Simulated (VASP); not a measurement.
# Zn (P6_3/mmc) in VASP: single point with PBE

Aim: the single point of Zn with PBE.

All numbers are computed with VASP 6.6.1; they aren't measurements. Logs are shortened: lines on timing, memory, paths and dates and some standing lists are left out, and cuts for length are marked.

## 1. The cell of the first run

Symmetry: P6_3/mmc, No. 194, hexagonal system. Conventional cell: a = 3.369 Å, b = 3.369 Å, c = 5.655 Å, α = 90.00°, β = 90.00°, γ = 120.00°. Within 4.4 Å of Zn (site symmetry -6m2) lie 12 Zn at 3.37 to 3.43 Å.

## 2. Single point, PBE (Hg replaced by Zn, lengths x 0.955, strained)

Input file INCAR:

```
ALGO = Normal ; EDIFF = 1E-6
ENCUT = 500 ; GGA = PE
GGA_COMPAT = F ; ISIF = 2
ISMEAR = 0 ; LASPH = T
LCHARG = T ; LELF = T
LREAL = F ; LVHAR = T
LWAVE = F ; NBANDS = 19
NELM = 120 ; PREC = Accurate
SIGMA = 0.1
```

Input file KPOINTS:

```
k-points
0
Gamma
  6 6 4
```

Input file POSCAR:

```
Zn
1.0
    3.3689576097      0.0000000000      0.0000000000
   -1.6844788048      2.9176028743      0.0000000000
    0.0000000000      0.0000000000      5.6546491138
Zn
2
Direct
    0.6666666700      0.3333333300      0.7500000000
    0.3333333300      0.6666666700      0.2500000000
```

Potentials or basis: VASP PAW PBE potentials, release 64 (Zn).

Started as:

```
> cat potpaw_PBE.64/Zn/POTCAR > POTCAR
> mpirun -np 1 vasp_std > vasp.out
```

OUTCAR:

```text
EDIFF = 1E-6
   ENCUT = 500
   GGA = PE
   ISIF = 2
   ISMEAR = 0
   LASPH = T
   LREAL = F
   NELM = 120
   PREC = Accurate

 ion  position               nearest neighbor table
   1  0.667  0.333  0.750-
   2  0.333  0.667  0.250-

  LATTYP: Found a hexagonal cell.
 ALAT       =     3.3689576097
 C/A-ratio  =     1.6784565937

  Lattice vectors:

 A1 = (   3.3689576097,   0.0000000000,   0.0000000000)
 A2 = (  -1.6844788048,   2.9176028743,   0.0000000000)
 A3 = (   0.0000000000,   0.0000000000,   5.6546491138)

Analysis of symmetry for initial positions (statically):
=====================================================================
 Subroutine PRICEL returns:
 Original cell was already a primitive cell.

 Routine SETGRP: Setting up the symmetry group for a
 hexagonal supercell.

 Subroutine GETGRP returns: Found 24 space group operations
 (whereof 12 operations were pure point group operations)
 out of a pool of 24 trial point group operations.

The static configuration has the point symmetry D_3d.
 The point group associated with its full space group is D_6h.

Analysis of symmetry for dynamics (positions and initial velocities):
=====================================================================
 Subroutine PRICEL returns:
 Original cell was already a primitive cell.

 Routine SETGRP: Setting up the symmetry group for a
 hexagonal supercell.

 Subroutine GETGRP returns: Found 24 space group operations
 (whereof 12 operations were pure point group operations)
 out of a pool of 24 trial point group operations.

The dynamic configuration has the point symmetry D_3d.
 The point group associated with its full space group is D_6h.

 Subroutine INISYM returns: Found 24 space group operations
 (whereof 12 operations are pure point group operations),
 and found     1 'primitive' translations

----------------------------------------------------------------------------------------

                                     Primitive cell

  volume of cell :      55.5811

  direct lattice vectors                    reciprocal lattice vectors
     3.368957610  0.000000000  0.000000000     0.296827718  0.171373563  0.000000000
    -1.684478805  2.917602874  0.000000000     0.000000000  0.342747126  0.000000000
     0.000000000  0.000000000  5.654649114     0.000000000  0.000000000  0.176845633

  length of vectors
     3.368957610  3.368957610  5.654649114     0.342747126  0.342747126  0.176845633

  position of ions in fractional coordinates (direct lattice)
     0.666666670  0.333333330  0.750000000
     0.333333330  0.666666670  0.250000000

  ion indices of the primitive-cell ions
   primitive index   ion index
                 1           1
                 2           2

----------------------------------------------------------------------------------------

 KPOINTS: k-points

Automatic generation of k-mesh.
 Grid dimensions read from file:
 generate k-points for:    6    6    4

 Generating k-lattice:

  Cartesian coordinates                     Fractional coordinates (reciprocal lattice)
     0.049471286  0.028562260  0.000000000     0.166666667  0.000000000  0.000000000
     0.000000000  0.057124521  0.000000000     0.000000000  0.166666667  0.000000000
     0.000000000  0.000000000  0.044211408     0.000000000  0.000000000  0.250000000

  Length of vectors
     0.057124521  0.057124521  0.044211408

  Shift w.r.t. Gamma in fractional coordinates (k-lattice)
     0.000000000  0.000000000  0.000000000

 Subroutine IBZKPT returns following result:
 ===========================================

 Found     21 irreducible k-points:

 Following reciprocal coordinates:
            Coordinates               Weight
  0.000000  0.000000  0.000000      1.000000
  0.166667  0.000000  0.000000      6.000000
  0.333333 -0.000000  0.000000      6.000000
  0.500000  0.000000  0.000000      3.000000
  0.166667  0.166667  0.000000      6.000000
  0.333333  0.166667  0.000000     12.000000
[... 13 lines left out ...]
  0.333333  0.166667  0.500000     12.000000
  0.333333  0.333333  0.500000      2.000000
   k-points           NKPTS =     21   k-points in BZ     NKDIM =     21   number of bands    NBANDS=     19
   number of dos      NEDOS =    301   number of ions     NIONS =      2
   total plane-waves  NPLWV =  32928
   dimension x,y,z NGX =    28 NGY =   28 NGZ =   42
   dimension x,y,z NGXF=    56 NGYF=   56 NGZF=   84
   ions per type =               2
   NGX,Y,Z   is equivalent  to a cutoff of  13.82, 13.82, 12.35 a.u.
   NGXF,Y,Z  is equivalent  to a cutoff of  27.63, 27.63, 24.70 a.u.
 SYSTEM =  unknown system
   PREC   = accura    normal or accurate (medium, high low for compatibility)
   ISTART =      0    job   : 0-new  1-cont  2-samecut
   ICHARG =      2    charge: 1-file 2-atom 10-const
   ISPIN  =      1    spin polarized calculation?
   LNONCOLLINEAR =      F non collinear calculations
   LSORBIT =      F    spin-orbit coupling
   LASPH  =      T    aspherical Exc in radial PAW
   ENCUT  =  500.0 eV  36.75 Ry    6.06 a.u.   6.14  6.14 10.31*2*pi/ulx,y,z
   NELM   =    120;   NELMIN=  2; NELMDL= -5     # of ELM steps
   EDIFF  = 0.1E-05   stopping-criterion for ELM
   LREAL  =      F    real-space projection
[... 7 lines left out ...]
   TEBEG  =    0.0;   TEEND  =   0.0 temperature during run
   PSTRESS=    0.0 pullay stress
   NELECT =      24.0000    total number of electrons
   NUPDOWN=      -1.0000    fix difference up-down
   EMIN   =  10.00;   EMAX   =-10.00  energy-range for DOS
   EFERMI =   0.00;   METHOD = LEGACY
   ISMEAR =     0;   SIGMA  =   0.10  broadening in eV -4-tet -1-fermi 0-gaus
   EFERMI_NEDOS =   21; number of points for ismear=-14 and -15
   IALGO  =     38    algorithm
   IMIX   =      4    mixing-type and parameters
     AMIX     =   0.40;   BMIX     =  1.00
     AMIX_MAG =   1.60;   BMIX_MAG =  1.00
  volume/ion in A,a.u.               =      27.79       187.54
  Fermi-wavevector in a.u.,A,eV,Ry     =   1.237379  2.338307 20.831977  1.531107
  Thomas-Fermi vector in A             =   2.371949
   LORBIT       =      0    0 simple, 1 ext, 2 COOP (PROOUT), +10 PAW based schemes
   GGA     = PE    functional components
   LHFCALC =     F    Hartree Fock is set to
   AEXX    =    0.0000 exact exchange contribution
   IVDW    =     0    specifies the selected vdW correction
   LEPSILON=     F    determine dielectric tensor
   LRPA    =     F    only Hartree local field effects (RPA)
 non-spin polarized calculation
 Gauss-broadening in eV      SIGMA  =   0.10
  energy-cutoff  :      500.00
  volume of cell :       55.58
 maximum number of plane-waves:      1436
 NGX is ok and might be reduce to    28
   NGX = 13   NGY = 13   NGZ = 21

 number of electron      24.0000004 magnetization

 Free energy of the ion-electron system (eV)
  ---------------------------------------------------
  ext. energy  EPLUGINS =         0.00000000
  ---------------------------------------------------
  free energy    TOTEN  =        -1.02166484 eV

  energy without entropy =       -1.01391213  energy(sigma->0) =       -1.01778849

 E-fermi :  -0.3304     XC(G=0):  -8.7030

 val. band max:       -0.3770941244   @ k =   0.3333   0.3333   0.5000
 cond. band min:      -0.3293906719   @ k =   0.5000   0.0000   0.5000
 fundamental gap:      0.0477034526
 Fermi energy:        -0.3304249490

 k-point     1 :       0.0000    0.0000    0.0000
  band No.  band energies     occupation
      1      -6.8851      2.00000
      2      -6.7603      2.00000
      3      -6.7348      2.00000
      4      -6.7348      2.00000
      5      -6.7147      2.00000
      6      -6.7147      2.00000
[... 11 lines left out ...]
     18      11.1116      0.00000
     19      12.9789      0.00000

 k-point     2 :       0.1667    0.0000    0.0000
  band No.  band energies     occupation
      1      -6.8425      2.00000
      2      -6.7673      2.00000
      3      -6.7403      2.00000
      4      -6.7023      2.00000
      5      -6.6965      2.00000
      6      -6.6864      2.00000
[... 11 lines left out ...]
     18      11.1548      0.00000
     19      11.2411      0.00000

 k-point     3 :       0.3333   -0.0000    0.0000
  band No.  band energies     occupation
      1      -6.8776      2.00000
      2      -6.8082      2.00000
      3      -6.7919      2.00000
      4      -6.7135      2.00000
      5      -6.6942      2.00000
      6      -6.6661      2.00000
[... 11 lines left out ...]
     18       9.4175      0.00000
     19       9.9871      0.00000

 k-point     4 :       0.5000    0.0000    0.0000
  band No.  band energies     occupation
      1      -6.9084      2.00000
      2      -6.8406      2.00000
      3      -6.8376      2.00000
      4      -6.7290      2.00000
      5      -6.6869      2.00000
      6      -6.6653      2.00000
[... 11 lines left out ...]
     18       8.9237      0.00000
     19       9.4843      0.00000

 k-point     5 :       0.1667    0.1667    0.0000
  band No.  band energies     occupation
      1      -6.8025      2.00000
      2      -6.7988      2.00000
      3      -6.7565      2.00000
      4      -6.7203      2.00000
      5      -6.7114      2.00000
      6      -6.6740      2.00000
[... 11 lines left out ...]
     18       8.6756      0.00000
     19      10.7936      0.00000
[... 268 lines left out ...]
      2      -6.8709      2.00000
      3      -6.8301      2.00000
      4      -6.8301      2.00000
      5      -6.6416      2.00000
      6      -6.6416      2.00000
[... 11 lines left out ...]
     18       7.3589      0.00000
     19      10.1175      0.00000

 k-point    19 :       0.1667    0.1667    0.5000
  band No.  band energies     occupation
      1      -6.8026      2.00000
      2      -6.8026      2.00000
      3      -6.7472      2.00000
      4      -6.7472      2.00000
      5      -6.6895      2.00000
      6      -6.6895      2.00000
[... 11 lines left out ...]
     18       6.4176      0.00000
     19      13.2052      0.00000

 k-point    20 :       0.3333    0.1667    0.5000
  band No.  band energies     occupation
      1      -6.8280      2.00000
      2      -6.8280      2.00000
      3      -6.7871      2.00000
      4      -6.7871      2.00000
      5      -6.6671      2.00000
      6      -6.6671      2.00000
[... 11 lines left out ...]
     18       7.5593      0.00000
     19      11.5017      0.00000

 k-point    21 :       0.3333    0.3333    0.5000
  band No.  band energies     occupation
      1      -6.8053      2.00000
      2      -6.8053      2.00000
      3      -6.7326      2.00000
      4      -6.7326      2.00000
      5      -6.6815      2.00000
      6      -6.6815      2.00000
[... 11 lines left out ...]
     18       8.5119      0.00000
     19      11.7729      0.00000

------------------------ aborting loop because EDIFF is reached ----------------------------------------

  FORCE on cell =-STRESS in cart. coord.  units (eV):
  Direction    XX          YY          ZZ          XY          YZ          ZX
  --------------------------------------------------------------------------------------
  -------------------------------------------------------------------------------------
  Total       -2.3035950     -2.3035950     -1.4256982     -0.0000000     -0.0000000     -0.0000000
  in kB      -66.4032470    -66.4032470    -41.0970635     -0.0000000     -0.0000000     -0.0000000
  external PRESSURE =     -57.9678525 kB  Pullay stress =       0.0000000 kB

 VOLUME and BASIS-vectors are now :
 -----------------------------------------------------------------------------
  energy-cutoff  :      500.00
  volume of cell :       55.58
      direct lattice vectors                 reciprocal lattice vectors
     3.368957610  0.000000000  0.000000000     0.296827718  0.171373563  0.000000000
    -1.684478805  2.917602874  0.000000000     0.000000000  0.342747126  0.000000000
     0.000000000  0.000000000  5.654649114     0.000000000  0.000000000  0.176845633

 POSITION                                       TOTAL-FORCE (eV/Angst)
 -----------------------------------------------------------------------------------
      1.68448      0.97253      4.24099        -0.000000      0.000000      0.000000
     -0.00000      1.94507      1.41366         0.000000      0.000000      0.000000
 -----------------------------------------------------------------------------------
    total drift:                               -0.000001      0.000001     -0.000000

  FREE ENERGIE OF THE ION-ELECTRON SYSTEM (eV)
  ---------------------------------------------------
  free  energy   TOTEN  =        -1.0216648379 eV

  energy  without entropy=       -1.0139121325  energy(sigma->0) =       -1.01778849
```

Wall time 7.8 s (1 thread of Intel Xeon 6975P-C (Granite Rapids), shared host); peak memory 0.17 GiB.

Results:

```
Free energy            : -1.0217 eV
Pressure               : -5.8 GPa
Band gap on the k mesh : zero (bands 12 and 13 overlap by 0.76 eV)
```

Levels at points of the mesh, in eV from the Fermi level:
| k point | band 8 | band 9 | band 10 | band 11 | band 12 | band 13 | band 14 | band 15 | band 16 | band 17 |
| --- | --- | --- | --- | --- | --- | --- | --- | --- | --- | --- |
| (0.00, 0.00, 0.00) | -6.33 | -6.30 | -6.23 | -6.23 | -1.96 | -0.71 | 10.02 | 10.02 | 11.15 | 11.44 |
| (0.50, 0.00, 0.00) | -6.22 | -6.21 | -6.20 | -2.06 | -1.40 | 2.09 | 2.57 | 3.26 | 4.93 | 6.38 |
| (0.00, 0.00, 0.50) | -6.26 | -6.26 | -6.26 | -5.07 | -5.07 | 4.69 | 4.69 | 10.81 | 10.81 | 10.81 |
| (0.50, 0.00, 0.50) | -6.22 | -6.20 | -6.20 | -1.00 | -1.00 | 0.00 | 0.00 | 7.61 | 7.61 | 7.69 |

Caveat: the cell differs from its parent crystal (Hg replaced by Zn, lengths x 0.955, strained); the cell stands under tension.
